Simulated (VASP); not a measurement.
# As (Fm-3m) in VASP: a series of runs

The runs below take As through relaxation of cell and atoms, single point, with LDA.

Program: VASP 6.6.1. These are calculated values, not measurements. Logs are shortened: lines on timing, memory, paths and dates and some standing lists are left out, and cuts for length are marked.

### Step 1. The cell of the first run

It takes space group Fm-3m (No. 225, cubic). Conventional cell: a = 4.183 Å, b = 4.183 Å, c = 4.183 Å, α = 90.00°, β = 90.00°, γ = 90.00°. As (site symmetry m-3m) has 12 As at 2.96 Å within 3.9 Å.

### Step 2. Relaxation of cell and atoms, LDA

Contents of INCAR:

```
SYSTEM = As
PREC = Accurate
ENCUT = 600
EDIFF = 1E-6
ISMEAR = -1
SIGMA = 0.1
LREAL = .False.
LASPH = .True.
NELM = 100
ALGO = Normal
ISIF = 3
LWAVE = .False.
LCHARG = .False.
IBRION = 2
NSW = 80
EDIFFG = -0.01
```

Contents of KPOINTS:

```
Automatic mesh
0
Gamma
  13 13 13
  0 0 0
```

Contents of POSCAR:

```
As
1.0
    0.0000000000      2.0916114635      2.0916114635
    2.0916114635      0.0000000000      2.0916114635
    2.0916114635      2.0916114635      0.0000000000
As
1
Direct
    0.0000000000      0.0000000000      0.0000000000
```

Potentials or basis: VASP PAW LDA potentials, release 64 (As).

Started as:

```sh
$ cat potpaw_LDA.64/As/POTCAR > POTCAR
$ mpirun -np 1 vasp_std > vasp.out
```

OUTCAR:

```text
SYSTEM = As
   PREC = Accurate
   ENCUT = 600
   EDIFF = 1E-6
   ISMEAR = -1
   LREAL = .False.
   LASPH = .True.
   NELM = 100
   ISIF = 3
   IBRION = 2
   NSW = 80
   EDIFFG = -0.01

 ion  position               nearest neighbor table
   1  0.000  0.000  0.000-

  LATTYP: Found a face centered cubic cell.
 ALAT       =     4.1832229270

  Lattice vectors:

 A1 = (   0.0000000000,   2.0916114635,   2.0916114635)
 A2 = (   2.0916114635,   0.0000000000,   2.0916114635)
 A3 = (   2.0916114635,   2.0916114635,   0.0000000000)

Analysis of symmetry for initial positions (statically):
=====================================================================
 Subroutine PRICEL returns:
 Original cell was already a primitive cell.

 Routine SETGRP: Setting up the symmetry group for a
 face centered cubic supercell.

 Subroutine GETGRP returns: Found 48 space group operations
 (whereof 48 operations were pure point group operations)
 out of a pool of 48 trial point group operations.

The static configuration has the point symmetry O_h .

Analysis of symmetry for dynamics (positions and initial velocities):
=====================================================================
 Subroutine PRICEL returns:
 Original cell was already a primitive cell.

 Routine SETGRP: Setting up the symmetry group for a
 face centered cubic supercell.

 Subroutine GETGRP returns: Found 48 space group operations
 (whereof 48 operations were pure point group operations)
 out of a pool of 48 trial point group operations.

The dynamic configuration has the point symmetry O_h .

 Subroutine INISYM returns: Found 48 space group operations
 (whereof 48 operations are pure point group operations),
 and found     1 'primitive' translations

----------------------------------------------------------------------------------------

                                     Primitive cell

  volume of cell :      18.3009

  direct lattice vectors                    reciprocal lattice vectors
     0.000000000  2.091611464  2.091611464    -0.239050134  0.239050134  0.239050134
     2.091611464  0.000000000  2.091611464     0.239050134 -0.239050134  0.239050134
     2.091611464  2.091611464  0.000000000     0.239050134  0.239050134 -0.239050134

  length of vectors
     2.957985299  2.957985299  2.957985299     0.414046977  0.414046977  0.414046977

[... 83 lines left out ...]
   NFREE  =      1    steps in history (QN), initial steepest desc. (CG)
   ISIF   =      3    stress and relaxation
   ISYM   =      2    0-nonsym 1-usesym 2-fastsym
   POTIM  = 0.5000    time-step for ionic-motion
   TEBEG  =    0.0;   TEEND  =   0.0 temperature during run
   PSTRESS=    0.0 pullay stress
   NELECT =       5.0000    total number of electrons
   NUPDOWN=      -1.0000    fix difference up-down
   EMIN   =  10.00;   EMAX   =-10.00  energy-range for DOS
   EFERMI =   0.00;   METHOD = LEGACY
   ISMEAR =    -1;   SIGMA  =   0.10  broadening in eV -4-tet -1-fermi 0-gaus
   EFERMI_NEDOS =   21; number of points for ismear=-14 and -15
   IALGO  =     38    algorithm
   IMIX   =      4    mixing-type and parameters
     AMIX     =   0.40;   BMIX     =  1.00
     AMIX_MAG =   1.60;   BMIX_MAG =  1.00
  volume/ion in A,a.u.               =      18.30       123.50
  Fermi-wavevector in a.u.,A,eV,Ry     =   1.062284  2.007425 15.353447  1.128447
  Thomas-Fermi vector in A             =   2.197729
   LORBIT       =      0    0 simple, 1 ext, 2 COOP (PROOUT), +10 PAW based schemes
   GGA     = CA    functional components
   LHFCALC =     F    Hartree Fock is set to
   AEXX    =    0.0000 exact exchange contribution
   IVDW    =     0    specifies the selected vdW correction
   LEPSILON=     F    determine dielectric tensor
   LRPA    =     F    only Hartree local field effects (RPA)
 conjugate gradient relaxation of ions
 non-spin polarized calculation
  energy-cutoff  :      600.00
  volume of cell :       18.30
 maximum number of plane-waves:       623
   NGX = 11   NGY = 11   NGZ = 11

--------------------------------------- Ionic step        1  -------------------------------------------

 number of electron       4.9999999 magnetization

 Free energy of the ion-electron system (eV)
  ---------------------------------------------------
  ext. energy  EPLUGINS =         0.00000000
  ---------------------------------------------------
  free energy    TOTEN  =        -4.89659398 eV

  energy without entropy =       -4.87558827  energy(sigma->0) =       -4.88609112

------------------------ aborting loop because EDIFF is reached ----------------------------------------

  FORCE on cell =-STRESS in cart. coord.  units (eV):
  Direction    XX          YY          ZZ          XY          YZ          ZX
  --------------------------------------------------------------------------------------
  -------------------------------------------------------------------------------------
  Total       -0.0611193     -0.0611193     -0.0611193     -0.0000000      0.0000000      0.0000000
  in kB       -5.3507615     -5.3507615     -5.3507615     -0.0000000      0.0000000      0.0000000
  external PRESSURE =      -5.3507615 kB  Pullay stress =       0.0000000 kB
[... 57 lines left out ...]
--------------------------------------- Ionic step        3  -------------------------------------------

 number of electron       4.9999999 magnetization

 Free energy of the ion-electron system (eV)
  ---------------------------------------------------
  ext. energy  EPLUGINS =         0.00000000
  ---------------------------------------------------
  free energy    TOTEN  =        -4.89676668 eV

  energy without entropy =       -4.87577208  energy(sigma->0) =       -4.88626938

 E-fermi :   7.0672     XC(G=0): -11.0876

 val. band max:        7.0459929307   @ k =   0.4615   0.2308   0.0000
 cond. band min:       7.0994905172   @ k =  -0.3846   0.4615   0.0769
 fundamental gap:      0.0534975865
 Fermi energy:         7.0671532782

 k-point     1 :       0.0000    0.0000    0.0000
  band No.  band energies     occupation
      1      -8.4606      2.00000
      2      13.1377      0.00000
      3      13.1377      0.00000
      4      13.1377      0.00000
      5      19.6986      0.00000
      6      19.6986      0.00000
[... 199 lines left out ...]
 k-point    24 :       0.4615    0.1538    0.0000
  band No.  band energies     occupation
      1      -4.1736      2.00000
      2       1.7514      2.00000
      3       8.8010      0.00000
      4      10.0134      0.00000
      5      15.6151      0.00000
      6      20.2366      0.00000

 [... further k-points ...]
[... 5 lines left out ...]
  --------------------------------------------------------------------------------------
  -------------------------------------------------------------------------------------
  Total        0.0003700      0.0003700      0.0003700     -0.0000000      0.0000000     -0.0000000
  in kB        0.0325782      0.0325782      0.0325782     -0.0000000      0.0000000     -0.0000000
  external PRESSURE =       0.0325782 kB  Pullay stress =       0.0000000 kB
[... 16 lines left out ...]
  FREE ENERGIE OF THE ION-ELECTRON SYSTEM (eV)
  ---------------------------------------------------
  free  energy   TOTEN  =        -4.8967666797 eV

  energy  without entropy=       -4.8757720784  energy(sigma->0) =       -4.88626938

 reached required accuracy - stopping structural energy minimisation
```

CONTCAR:

```text
As
   1.00000000000000
    -0.0000000000000000    2.0876060427444054    2.0876060427444050
     2.0876060427444054   -0.0000000000000000    2.0876060427444050
     2.0876060427444054    2.0876060427444054   -0.0000000000000000
  As
     1
Direct
     0.0000000000000000    0.0000000000000000    0.0000000000000000

  0.00000000E+00  0.00000000E+00  0.00000000E+00
```

Run time: 16 s. Hardware: 1 thread of Intel Xeon 8259CL, shared host; peak memory 0.14 GiB.

What came out:

```yaml
Free_energy: -4.8968 eV
Relaxed_volume: 18.20 Å³/atom
Relaxed_cell: a = 2.952 Å, b = 2.952 Å, c = 2.952 Å, α = 60.00°, β = 60.00°, γ = 60.00°
Space_group_after_relaxing_to_0.05_Å: Fm-3m (No. 225)
Energy_gained_by_relaxing: 0.2 meV/atom
Ionic_steps: 3
Pressure_after_relaxing: 0.0 GPa
```

The path:
| step | energy change (eV) | largest force (eV/Å) | pressure (GPa) | volume (Å³) |
| --- | --- | --- | --- | --- |
| 1 | 0.0000 | 0.0000 | -0.54 | 18.30 |
| 2 | -0.0001 | 0.0000 | 0.29 | 18.14 |
| 3 | -0.0002 | 0.0000 | 0.00 | 18.20 |

Final structure:
```yaml
crystal:
  lattice:
    - [0.00000, 2.08761, 2.08761]
    - [2.08761, 0.00000, 2.08761]
    - [2.08761, 2.08761, 0.00000]
  atoms:
    - { symbol: As, position: [0.00000, 0.00000, 0.00000] }
```

Levels at points of the mesh, in eV from the Fermi level:
```tsv
k point	band 1	band 2	band 3	band 4	band 5	band 6
(0.00, 0.00, 0.00)	-15.53	6.07	6.07	6.07	12.63	12.63
```

### Step 3. Single point, LDA

This run uses another cell than the first one, of 18.15 Å³/atom, 0.992 times its volume.

Contents of INCAR:

```
SYSTEM = As
PREC     = Accurate       ! precision mode
ENCUT    = 520            ! plane-wave cutoff, eV
EDIFF    = 1E-6           ! SCF threshold, eV
ISMEAR   = -1             ! smearing method
SIGMA    = 0.1            ! smearing width, eV
LREAL    = .FALSE.        ! projectors in reciprocal space
LASPH    = .TRUE.         ! aspherical terms in the spheres
NELM     = 100            ! most SCF steps
ALGO     = Normal         ! electronic algorithm
ISIF     = 2              ! what is computed and relaxed
LWAVE    = .FALSE.        ! write WAVECAR
LCHARG   = .FALSE.        ! write CHGCAR
GGA      = CA             ! functional
NBANDS   = 8              ! bands
```

Contents of KPOINTS:

```
Automatic mesh
0
G
  21 21 21
  0 0 0
```

Contents of POSCAR:

```
As
1.0
    0.0000000000      2.0856948521      2.0856948521
    2.0856948521      0.0000000000      2.0856948521
    2.0856948521      2.0856948521      0.0000000000
As
1
Direct
    0.0000000000      0.0000000000      0.0000000000
```

Potentials or basis: VASP PAW LDA potentials, release 64 (As).

Started as:

```sh
$ cat potpaw_LDA.64/As/POTCAR > POTCAR
$ mpirun -np 1 vasp_std > vasp.out
```

OUTCAR:

```text
SYSTEM = As
   PREC = Accurate
   ENCUT = 520
   EDIFF = 1E-6
   ISMEAR = -1
   LREAL = .FALSE.
   LASPH = .TRUE.
   NELM = 100
   ISIF = 2
   GGA = CA

 ion  position               nearest neighbor table
   1  0.000  0.000  0.000-

  LATTYP: Found a face centered cubic cell.
 ALAT       =     4.1713897042

  Lattice vectors:

 A1 = (   0.0000000000,   2.0856948521,   2.0856948521)
 A2 = (   2.0856948521,   0.0000000000,   2.0856948521)
 A3 = (   2.0856948521,   2.0856948521,   0.0000000000)

Analysis of symmetry for initial positions (statically):
=====================================================================
 Subroutine PRICEL returns:
 Original cell was already a primitive cell.

 Routine SETGRP: Setting up the symmetry group for a
 face centered cubic supercell.

 Subroutine GETGRP returns: Found 48 space group operations
 (whereof 48 operations were pure point group operations)
 out of a pool of 48 trial point group operations.

The static configuration has the point symmetry O_h .

Analysis of symmetry for dynamics (positions and initial velocities):
=====================================================================
[... 153 lines left out ...]

  energy without entropy =       -4.88607033  energy(sigma->0) =       -4.89478783

 E-fermi :   7.1495     XC(G=0): -11.0996

 val. band max:        7.1457816161   @ k =   0.2381   0.0476   0.0000
 cond. band min:       7.1654801029   @ k =  -0.2857   0.3810   0.1429
 fundamental gap:      0.0196984868
 Fermi energy:         7.1494631209

 k-point     1 :       0.0000    0.0000    0.0000
  band No.  band energies     occupation
      1      -8.4532      2.00000
      2      13.1934      0.00000
      3      13.1934      0.00000
      4      13.1934      0.00000
      5      19.7432      0.00000
      6      19.7432      0.00000
      7      19.7432      0.00000
      8      21.9831      0.00000
[... 243 lines left out ...]
 k-point    24 :      -0.3810    0.0476    0.0000
  band No.  band energies     occupation
      1      -4.7916      2.00000
      2       1.6793      2.00000
      3      10.8424      0.00000
      4      11.6192      0.00000
      5      17.6668      0.00000
      6      18.6439      0.00000
      7      18.9296      0.00000
      8      22.1871      0.00000

 [... further k-points ...]
[... 5 lines left out ...]
  --------------------------------------------------------------------------------------
  -------------------------------------------------------------------------------------
  Total        0.0243655      0.0243655      0.0243655      0.0000000     -0.0000000      0.0000000
  in kB        2.1513098      2.1513098      2.1513098      0.0000000     -0.0000000      0.0000000
  external PRESSURE =       2.1513098 kB  Pullay stress =       0.0000000 kB

 VOLUME and BASIS-vectors are now :
 -----------------------------------------------------------------------------
  energy-cutoff  :      520.00
  volume of cell :       18.15
      direct lattice vectors                 reciprocal lattice vectors
     0.000000000  2.085694852  2.085694852    -0.239728261  0.239728261  0.239728261
     2.085694852  0.000000000  2.085694852     0.239728261 -0.239728261  0.239728261
     2.085694852  2.085694852  0.000000000     0.239728261  0.239728261 -0.239728261

 POSITION                                       TOTAL-FORCE (eV/Angst)
 -----------------------------------------------------------------------------------
      0.00000      0.00000      0.00000         0.000000     -0.000000      0.000000
 -----------------------------------------------------------------------------------
    total drift:                                0.000000     -0.000000     -0.000000

  FREE ENERGIE OF THE ION-ELECTRON SYSTEM (eV)
  ---------------------------------------------------
  free  energy   TOTEN  =        -4.9035053199 eV

  energy  without entropy=       -4.8860703325  energy(sigma->0) =       -4.89478783
```

OSZICAR:

```text
N       E                     dE             d eps       ncg     rms          rms(c)
DAV:   1     0.147168221182E+01    0.14717E+01   -0.21070E+03  4600   0.473E+02
DAV:   2    -0.485022685046E+01   -0.63219E+01   -0.60962E+01  6360   0.494E+01
DAV:   3    -0.491117935165E+01   -0.60953E-01   -0.60826E-01  5264   0.515E+00
DAV:   4    -0.491121978745E+01   -0.40436E-04   -0.40436E-04  7168   0.150E-01
DAV:   5    -0.491121979492E+01   -0.74658E-08   -0.78782E-08  5336   0.136E-03    0.228E+00
DAV:   6    -0.490604213061E+01    0.51777E-02   -0.24043E-03  5360   0.229E-01    0.133E+00
DAV:   7    -0.490351797452E+01    0.25242E-02   -0.41444E-03  5016   0.301E-01    0.476E-02
DAV:   8    -0.490350523535E+01    0.12739E-04   -0.33043E-05  5744   0.405E-02    0.729E-03
DAV:   9    -0.490350531986E+01   -0.84509E-07   -0.39580E-07  6368   0.422E-03
   1 F= -.49035053E+01 E0= -.48947878E+01  d E =-.174350E-01
```

Wall time 33 s (1 thread of Intel Xeon 8259CL, shared host); peak memory 0.16 GiB.

Results:

- Free energy: -4.9035 eV
- Pressure: 0.2 GPa
